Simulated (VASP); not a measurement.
Runs of VASP 6.6.1 on MgAu3. Symmetry: I4/mmm, No. 139, tetragonal system. The conventional cell has a = 4.082 Å, b = 4.082 Å, c = 8.320 Å, α = 90.00°, β = 90.00°, γ = 90.00°. Mg (site symmetry 4/mmm) has 12 Au at 2.89 to 2.91 Å within 3.8 Å. Au (site symmetry 4/mmm) has 4 Mg at 2.89 Å and 8 Au at 2.91 Å within 3.8 Å. Au (site symmetry -4m2) has 8 Au at 2.89 to 2.91 Å and 4 Mg at 2.91 Å within 3.8 Å. 

```csv
k mesh,gap on the mesh (eV),pressure (GPa)
3 × 3 × 3,none,-5.5
4 × 4 × 4,none,-7.1
6 × 6 × 6,none,-7.0
5 × 5 × 5,none,-7.1
7 × 7 × 7,none,(a)
```

Alike in all rows: task single point; level LDA; potentials or basis VASP PAW LDA potentials, release 64 (Mg, Au); no spin polarisation; cell as given; cutoff (eV) 600; smearing fermi-dirac 0.15 eV.

Q: Estimate the missing entries.

A: (a) -6.9.

Caveats: some runs use coarse meshes; spin-orbit coupling is left out, which moves the levels of the heavy elements; the cell stands under tension (at least some runs).

A k mesh can miss the band edges, and the runs leave out spin-orbit coupling on Au.

A gap of «none» marks levels without a gap at the run's occupations.
